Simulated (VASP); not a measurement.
# Cs2AgSbF6: single point with PBE

Crystal: Cs2AgSbF6.

```xyz
10
Lattice="0.0000 4.7143 4.7143 4.7143 0.0000 4.7143 4.7143 4.7143 0.0000" Properties=species:S:1:pos:R:3 pbc="T T T"
Cs    7.0714    7.0714    7.0714
Cs    2.3571    2.3571    2.3571
Ag    4.7143    4.7143    4.7143
Sb    0.0000    0.0000    0.0000
F     2.2116    4.7143    4.7143
F     4.7143    4.7143    2.2116
F     7.2169    4.7143    4.7143
F     4.7143    2.2116    4.7143
F     4.7143    7.2169    4.7143
F     4.7143    4.7143    7.2169
```

| Property | Result |
| --- | --- |
| Program | VASP 6.6.1 |
| Task | single point |
| Functional | PBE |
| Potentials or basis | VASP PAW PBE potentials, release 64 (Cs_sv, Ag, Sb, F) |
| Cutoff | 520 eV |
| k mesh | 3 × 3 × 3 |
| Occupations | fermi-dirac, width 0.01 eV |
| Spin | no spin polarisation |

```yaml
Pressure: -0.1 GPa
Largest_force: 0.012 eV/Å
Band_gap_on_the_k_mesh: 2.73 eV (least direct gap 3.08 eV)
```

Forces in eV/Å, atoms in the order of the input:
```
Cs   0.000  0.000  0.000
Cs   0.000  0.000  0.000
Ag   0.000  0.000  0.000
Sb   0.000  0.000  0.000
F    0.012  0.000  0.000
F    0.000  0.000  0.012
F   -0.012  0.000  0.000
F    0.000  0.012  0.000
F    0.000 -0.012  0.000
F    0.000  0.000 -0.012
```

Levels at points of the mesh, in eV from the valence-band top:
```csv
k point,band 36,band 37,band 38,band 39,band 40,band 41
"(0.00, 0.00, 0.00)",-1.58,-0.89,-0.89,3.65,3.65,3.65
```

Wall time 36 s on 1 thread of Intel(R) Xeon(R) 6975P-C (Granite Rapids), on a shared host, peak memory 0.36 GiB.

Caveat: spin-orbit coupling is left out, which moves the levels of the heavy elements; an odd mesh through Γ misses points on the zone boundary, where band edges can lie.
